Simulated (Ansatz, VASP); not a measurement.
# One calculation of PtSe2, two programs

```
Pt Se
1.0
     3.72400    0.00000    0.00000
    -1.86200    3.22508    0.00000
     0.00000    0.00000    5.06200
Pt Se
1 2
Direct
  0.00000 0.00000 0.00000
  0.66667 0.33333 0.75000
  0.33333 0.66667 0.25000
```

Alike in both runs: task relaxation of cell and atoms; functional PBE; dispersion D3(BJ); k mesh 8 × 8 × 5; occupations fermi-dirac, width 0.05 eV; no spin polarisation.

|  | VASP | Ansatz |
| --- | --- | --- |
| version | VASP 6.6.1 | Ansatz 0.2.0 |
| potentials or method | VASP PAW PBE potentials, release 64 (Pt, Se) | Ansatz PAW |
| plane-wave cutoff (eV) | 600 | 420 |
| valence electrons in the cell | 22 | 50 |

```csv
,VASP,Ansatz,Ansatz less VASP
"gap on the k mesh at the Fermi level, each at its own relaxed structure (eV)",none,none,-
relaxed volume (Å³/atom),19.74,19.76,+0.022
relaxed cell length with the largest relative difference (Å),3.768,3.769,+0.0015
```

A gap of «none» marks a metal or a gap that the smearing closes. VASP's potentials hold 22 valence electrons a cell and Ansatz's 50, so a difference there can come from the potentials and not from the codes.

Neither program's run includes spin-orbit coupling. Noted on Ansatz's run: the plane-wave basis is chosen anew once the cell has moved, so the energies of steps on either side of that aren't comparable.
